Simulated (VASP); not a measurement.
# TaGe3 (I4/mmm) in VASP: single point with PBE

Aim: the single point of TaGe3 with PBE.

Everything below comes from runs of VASP 6.6.1. Logs are shortened: lines on timing, memory, paths and dates and some standing lists are left out, and cuts for length are marked.

## Step 1: The cell of the first run

The structure is tetragonal, space group I4/mmm (No. 139). The conventional cell has a = 3.976 Å, b = 3.976 Å, c = 8.881 Å, α = 90.00°, β = 90.00°, γ = 90.00°. Ta (site symmetry 4/mmm) has 12 Ge at 2.81 to 2.98 Å within 3.7 Å. Within 3.7 Å of Ge (site symmetry 4/mmm) lie 4 Ta at 2.81 Å and 8 Ge at 2.98 Å. Within 3.7 Å of Ge (site symmetry -4m2) lie 8 Ge at 2.81 to 2.98 Å and 4 Ta at 2.98 Å.

## Step 2: Single point, PBE

Contents of INCAR:

```
ALGO     = Normal         # electronic algorithm
EDIFF    = 1E-7           # SCF threshold, eV
ENCUT    = 520            # plane-wave cutoff, eV
GGA      = PE             # functional
ISIF     = 2              # what is computed and relaxed
ISMEAR   = 0              # smearing method
LASPH    = True           # aspherical terms in the spheres
LCHARG   = False          # write CHGCAR
LREAL    = False          # projectors in reciprocal space
LWAVE    = False          # write WAVECAR
NBANDS   = 34             # bands
NELM     = 60             # most SCF steps
PREC     = Accurate       # precision mode
SIGMA    = 0.1            # smearing width, eV
```

Contents of KPOINTS:

```
k-points
0
Gamma
  6 6 6
```

Contents of POSCAR:

```
TaGe3
1.0
   -1.9879787139      1.9879787139      4.4406797246
    1.9879787139     -1.9879787139      4.4406797246
    1.9879787139      1.9879787139     -4.4406797246
Ta Ge
1 3
Direct
    0.0000000000      0.0000000000      0.0000000000
    0.5000000000      0.5000000000      0.0000000000
    0.2500000000      0.7500000000      0.5000000000
    0.7500000000      0.2500000000      0.5000000000
```

Potentials or basis: VASP PAW PBE potentials, release 64 (Ta_pv, Ge_d).

Launch:

```sh
$ cat potpaw_PBE.64/Ta_pv/POTCAR potpaw_PBE.64/Ge_d/POTCAR > POTCAR
$ mpirun -np 1 vasp_std > vasp.out
```

OUTCAR:

```text
EDIFF = 1E-7
   ENCUT = 520
   GGA = PE
   ISIF = 2
   ISMEAR = 0
   LASPH = True
   LREAL = False
   NELM = 60
   PREC = Accurate

 ion  position               nearest neighbor table
   1  0.000  0.000  0.000-   2 2.81   2 2.81   2 2.81   2 2.81   4 2.98   3 2.98   4 2.98   3 2.98
                             4 2.98   4 2.98   3 2.98   3 2.98
   2  0.500  0.500  0.000-   1 2.81   1 2.81   1 2.81   1 2.81
   3  0.250  0.750  0.500-   4 2.81   4 2.81   4 2.81   4 2.81   1 2.98   1 2.98   1 2.98   1 2.98

   4  0.750  0.250  0.500-   3 2.81   3 2.81   3 2.81   3 2.81   1 2.98   1 2.98   1 2.98   1 2.98

  LATTYP: Found a body centered tetragonal cell.
 ALAT       =     3.9759574278
 C/A-ratio  =     2.2337662338

  Lattice vectors:

 A1 = (  -1.9879787139,   1.9879787139,   4.4406797246)
 A2 = (   1.9879787139,  -1.9879787139,   4.4406797246)
 A3 = (   1.9879787139,   1.9879787139,  -4.4406797246)

Analysis of symmetry for initial positions (statically):
=====================================================================
 Subroutine PRICEL returns:
 Original cell was already a primitive cell.

 Routine SETGRP: Setting up the symmetry group for a
 body centered tetragonal supercell.

 Subroutine GETGRP returns: Found 16 space group operations
 (whereof 16 operations were pure point group operations)
 out of a pool of 16 trial point group operations.

The static configuration has the point symmetry D_4h.

Analysis of symmetry for dynamics (positions and initial velocities):
=====================================================================
 Subroutine PRICEL returns:
 Original cell was already a primitive cell.

 Routine SETGRP: Setting up the symmetry group for a
 body centered tetragonal supercell.

 Subroutine GETGRP returns: Found 16 space group operations
 (whereof 16 operations were pure point group operations)
 out of a pool of 16 trial point group operations.

The dynamic configuration has the point symmetry D_4h.

 Subroutine INISYM returns: Found 16 space group operations
 (whereof 16 operations are pure point group operations),
 and found     1 'primitive' translations

----------------------------------------------------------------------------------------

                                     Primitive cell

  volume of cell :      70.1993

  direct lattice vectors                    reciprocal lattice vectors
    -1.987978714  1.987978714  4.440679725     0.000000000  0.251511747  0.112595375
     1.987978714 -1.987978714  4.440679725     0.251511747  0.000000000  0.112595375
     1.987978714  1.987978714 -4.440679725     0.251511747  0.251511747  0.000000000

  length of vectors
     5.255830586  5.255830586  5.255830586     0.275564652  0.275564652  0.355691324

  position of ions in fractional coordinates (direct lattice)
     0.000000000  0.000000000  0.000000000
     0.500000000  0.500000000  0.000000000
     0.250000000  0.750000000  0.500000000
     0.750000000  0.250000000  0.500000000

  ion indices of the primitive-cell ions
   primitive index   ion index
                 1           1
                 2           2
                 3           3
                 4           4

----------------------------------------------------------------------------------------

 KPOINTS: k-points

Automatic generation of k-mesh.
 Grid dimensions read from file:
 generate k-points for:    6    6    6

 Generating k-lattice:

  Cartesian coordinates                     Fractional coordinates (reciprocal lattice)
     0.000000000  0.041918625  0.018765896     0.166666667  0.000000000  0.000000000
     0.041918625  0.000000000  0.018765896     0.000000000  0.166666667  0.000000000
     0.041918625  0.041918625  0.000000000     0.000000000  0.000000000  0.166666667

  Length of vectors
     0.045927442  0.045927442  0.059281887

  Shift w.r.t. Gamma in fractional coordinates (k-lattice)
     0.000000000  0.000000000  0.000000000

 Subroutine IBZKPT returns following result:
 ===========================================

 Found     30 irreducible k-points:

 Following reciprocal coordinates:
            Coordinates               Weight
  0.000000  0.000000  0.000000      1.000000
  0.166667  0.000000  0.000000      8.000000
  0.333333 -0.000000  0.000000      8.000000
  0.500000  0.000000  0.000000      4.000000
  0.166667  0.166667 -0.000000      8.000000
  0.333333  0.166667  0.000000     16.000000
[... 16 lines left out ...]
 -0.333333 -0.333333  0.166667      8.000000
 -0.166667 -0.333333  0.166667      8.000000
 [... further k-points ...]
   k-points           NKPTS =     30   k-points in BZ     NKDIM =     30   number of bands    NBANDS=     34
   number of dos      NEDOS =    301   number of ions     NIONS =      4
   total plane-waves  NPLWV =  64000
   dimension x,y,z NGX =    40 NGY =   40 NGZ =   40
   dimension x,y,z NGXF=    80 NGYF=   80 NGZF=   80
   ions per type =               1   3
   NGX,Y,Z   is equivalent  to a cutoff of  12.65, 12.65, 12.65 a.u.
   NGXF,Y,Z  is equivalent  to a cutoff of  25.30, 25.30, 25.30 a.u.
 SYSTEM =  unknown system
   PREC   = accura    normal or accurate (medium, high low for compatibility)
   ISTART =      0    job   : 0-new  1-cont  2-samecut
   ICHARG =      2    charge: 1-file 2-atom 10-const
   ISPIN  =      1    spin polarized calculation?
   LNONCOLLINEAR =      F non collinear calculations
   LSORBIT =      F    spin-orbit coupling
   LASPH  =      T    aspherical Exc in radial PAW
   ENCUT  =  520.0 eV  38.22 Ry    6.18 a.u.   9.77  9.77  9.77*2*pi/ulx,y,z
   NELM   =     60;   NELMIN=  2; NELMDL= -5     # of ELM steps
   EDIFF  = 0.1E-06   stopping-criterion for ELM
   LREAL  =      F    real-space projection
   EDIFFG = 0.1E-05   stopping-criterion for IOM
   NSW    =      0    number of steps for IOM
   IBRION =     -1    ionic relax: 0-MD 1-quasi-New 2-CG
   NFREE  =      0    steps in history (QN), initial steepest desc. (CG)
   ISIF   =      2    stress and relaxation
   ISYM   =      2    0-nonsym 1-usesym 2-fastsym
   POTIM  = 0.5000    time-step for ionic-motion
   TEBEG  =    0.0;   TEEND  =   0.0 temperature during run
   PSTRESS=    0.0 pullay stress
   NELECT =      53.0000    total number of electrons
   NUPDOWN=      -1.0000    fix difference up-down
   EMIN   =  10.00;   EMAX   =-10.00  energy-range for DOS
   EFERMI =   0.00;   METHOD = LEGACY
   ISMEAR =     0;   SIGMA  =   0.10  broadening in eV -4-tet -1-fermi 0-gaus
   EFERMI_NEDOS =   21; number of points for ismear=-14 and -15
   IALGO  =     38    algorithm
   IMIX   =      4    mixing-type and parameters
     AMIX     =   0.40;   BMIX     =  1.00
     AMIX_MAG =   1.60;   BMIX_MAG =  1.00
  volume/ion in A,a.u.               =      17.55       118.43
  Fermi-wavevector in a.u.,A,eV,Ry     =   1.490696  2.817007 30.234530  2.222175
  Thomas-Fermi vector in A             =   2.603445
   LORBIT       =      0    0 simple, 1 ext, 2 COOP (PROOUT), +10 PAW based schemes
   GGA     = PE    functional components
   LHFCALC =     F    Hartree Fock is set to
   AEXX    =    0.0000 exact exchange contribution
   IVDW    =     0    specifies the selected vdW correction
   LEPSILON=     F    determine dielectric tensor
   LRPA    =     F    only Hartree local field effects (RPA)
 non-spin polarized calculation
 Gauss-broadening in eV      SIGMA  =   0.10
  energy-cutoff  :      520.00
  volume of cell :       70.20
 maximum number of plane-waves:      1908
   NGX = 19   NGY = 19   NGZ = 19

 number of electron      52.9999983 magnetization

 Free energy of the ion-electron system (eV)
  ---------------------------------------------------
  ext. energy  EPLUGINS =         0.00000000
  ---------------------------------------------------
  free energy    TOTEN  =       -24.31521888 eV

  energy without entropy =      -24.29921489  energy(sigma->0) =      -24.30721688

 E-fermi :   7.5991     XC(G=0): -11.9540

 val. band max:        7.5801214083   @ k =  -0.3333  -0.3333   0.3333
 cond. band min:       7.6025913851   @ k =   0.5000   0.5000   0.5000
 fundamental gap:      0.0224699768
 Fermi energy:         7.5991307968

 k-point     1 :       0.0000    0.0000    0.0000
  band No.  band energies     occupation
      1     -27.7545      2.00000
      2     -27.7545      2.00000
      3     -27.6931      2.00000
      4     -17.2727      2.00000
      5     -17.2444      2.00000
      6     -17.2089      2.00000
[... 26 lines left out ...]
     33      10.5315      0.00000
     34      13.1397      0.00000

 k-point     2 :       0.1667    0.0000    0.0000
  band No.  band energies     occupation
      1     -27.7622      2.00000
      2     -27.7544      2.00000
      3     -27.6928      2.00000
      4     -17.2575      2.00000
      5     -17.2448      2.00000
      6     -17.2113      2.00000
[... 26 lines left out ...]
     33      12.2148      0.00000
     34      12.2269      0.00000

 k-point     3 :       0.3333   -0.0000    0.0000
  band No.  band energies     occupation
      1     -27.7775      2.00000
      2     -27.7541      2.00000
      3     -27.6922      2.00000
      4     -17.2441      2.00000
      5     -17.2221      2.00000
      6     -17.2118      2.00000
[... 26 lines left out ...]
     33      11.5608      0.00000
     34      12.0724      0.00000

 k-point     4 :       0.5000    0.0000    0.0000
  band No.  band energies     occupation
      1     -27.7851      2.00000
      2     -27.7540      2.00000
      3     -27.6920      2.00000
      4     -17.2426      2.00000
      5     -17.2228      2.00000
      6     -17.2046      2.00000
[... 26 lines left out ...]
     33      13.6194      0.00000
     34      13.6851      0.00000

 k-point     5 :       0.1667    0.1667   -0.0000
  band No.  band energies     occupation
      1     -27.7627      2.00000
      2     -27.7609      2.00000
      3     -27.6927      2.00000
      4     -17.2501      2.00000
      5     -17.2449      2.00000
      6     -17.2154      2.00000
[... 621 lines left out ...]
 k-point    22 :      -0.1667    0.5000    0.1667
  band No.  band energies     occupation
      1     -27.7775      2.00000
      2     -27.7541      2.00000
      3     -27.6930      2.00000
      4     -17.2473      2.00000
      5     -17.2313      2.00000
      6     -17.2149      2.00000
[... 26 lines left out ...]
     33      12.5484      0.00000
     34      13.0837      0.00000

 k-point    23 :      -0.3333   -0.3333    0.1667
  band No.  band energies     occupation
      1     -27.7626      2.00000
      2     -27.7610      2.00000
      3     -27.6938      2.00000
      4     -17.2533      2.00000
      5     -17.2476      2.00000
      6     -17.2274      2.00000
[... 26 lines left out ...]
     33      11.8000      0.00000
     34      12.1598      0.00000

 k-point    24 :      -0.1667   -0.3333    0.1667
  band No.  band energies     occupation
      1     -27.7622      2.00000
      2     -27.7544      2.00000
      3     -27.6939      2.00000
      4     -17.2569      2.00000
      5     -17.2530      2.00000
      6     -17.2257      2.00000
[... 26 lines left out ...]
     33      12.1181      0.00000
     34      12.8314      0.00000

 [... further k-points ...]
[... 5 lines left out ...]
  --------------------------------------------------------------------------------------
  -------------------------------------------------------------------------------------
  Total       -0.5078463     -0.5078463      0.4557273      0.0000000      0.0000000     -0.0000000
  in kB      -11.5907078    -11.5907078     10.4011830      0.0000000      0.0000000     -0.0000000
  external PRESSURE =      -4.2600776 kB  Pullay stress =       0.0000000 kB

 VOLUME and BASIS-vectors are now :
 -----------------------------------------------------------------------------
  energy-cutoff  :      520.00
  volume of cell :       70.20
      direct lattice vectors                 reciprocal lattice vectors
    -1.987978714  1.987978714  4.440679725     0.000000000  0.251511747  0.112595375
     1.987978714 -1.987978714  4.440679725     0.251511747  0.000000000  0.112595375
     1.987978714  1.987978714 -4.440679725     0.251511747  0.251511747  0.000000000

 POSITION                                       TOTAL-FORCE (eV/Angst)
 -----------------------------------------------------------------------------------
      0.00000      0.00000      0.00000         0.000000     -0.000000      0.000000
      0.00000      0.00000      4.44068         0.000000     -0.000000      0.000000
      1.98798      0.00000      2.22034        -0.000000      0.000000      0.000000
      0.00000      1.98798      2.22034        -0.000000      0.000000     -0.000000
 -----------------------------------------------------------------------------------
    total drift:                               -0.000000     -0.000000      0.000000

  FREE ENERGIE OF THE ION-ELECTRON SYSTEM (eV)
  ---------------------------------------------------
  free  energy   TOTEN  =       -24.3152188796 eV

  energy  without entropy=      -24.2992148873  energy(sigma->0) =      -24.30721688
```

It took 2.5 min on 1 thread of Intel Xeon 6975P-C, shared host; peak memory 0.26 GiB.

What came out:

```yaml
Free_energy: -24.3152 eV
Pressure: -0.4 GPa
```

Levels at points of the mesh, in eV from the Fermi level:
| k point | band 24 | band 25 | band 26 | band 27 | band 28 | band 29 |
| --- | --- | --- | --- | --- | --- | --- |
| (0.00, 0.00, 0.00) | -3.60 | -3.23 | -0.52 | -0.52 | -0.08 | 1.68 |
| (0.50, 0.00, 0.00) | -2.09 | -1.22 | -0.40 | -0.14 | -0.12 | 1.01 |
| (0.50, 0.50, 0.00) | -4.65 | -3.12 | -0.34 | 0.59 | 1.08 | 1.16 |
| (0.50, 0.50, 0.50) | -2.32 | -0.43 | -0.43 | 0.00 | 0.44 | 1.98 |

Caveat: the k points lie up to 0.37 Å⁻¹ apart; spin-orbit coupling is left out, which moves the levels of the heavy elements.
